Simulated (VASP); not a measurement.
Set up this calculation in VASP 6.6.1, as the native input.

```yaml
Task: single point
Functional: revPBE
Potentials_or_basis: VASP PAW PBE potentials, release 64 (Se)
Cutoff: 520 eV
k_mesh: 7 × 7 × 6
Occupations: fermi-dirac, width 0.05 eV
Spin: no spin polarisation
Dipole_correction: no
Further_INCAR_settings: ALGO = Normal; EDIFF = 1e-07; NBANDS = 16
```

The structure of Se lies in POSCAR:

```
Se
1.0
    4.4236565890      0.0000000000      0.0000000000
   -2.2118282945      3.8309989837      0.0000000000
    0.0000000000      0.0000000000      5.0187864228
Se
3
Direct
    0.7746000000      0.7746000000      0.0000000000
    0.0000000000      0.2254000000      0.6666666667
    0.2254000000      0.0000000000      0.3333333333
```

The input as run:

INCAR

```
SYSTEM = Se
  PREC = Accurate
  ENCUT = 520
  EDIFF = 1E-7
  ISMEAR = -1
  SIGMA = 0.05
  LREAL = .FALSE.
  LASPH = .TRUE.
  NELM = 80
  ALGO = Normal
  ISIF = 2
  LWAVE = .FALSE.
  LCHARG = .TRUE.
  GGA = RE
  LELF = .TRUE.
  LVHAR = .TRUE.
  NBANDS = 16
```

KPOINTS

```
Automatic mesh
0
G
  7 7 6
  0 0 0
```

Potentials or basis: VASP PAW PBE potentials, release 64 (Se).

Launch:

```sh
$ cat potpaw_PBE.64/Se/POTCAR > POTCAR
$ mpirun -np 1 vasp_std > vasp.out
```

Results of the run:

* Pressure: 1.8 GPa
* Largest force: 0.021 eV/Å
* Band gap on the k mesh: 1.21 eV (least direct gap 1.45 eV)

Caveat: the PAW data sets were made with another functional, which shifts forces and pressure a little.

Wall time 92 s on 1 thread of Intel Xeon 8259CL, with other jobs on the host, peak memory 0.23 GiB.
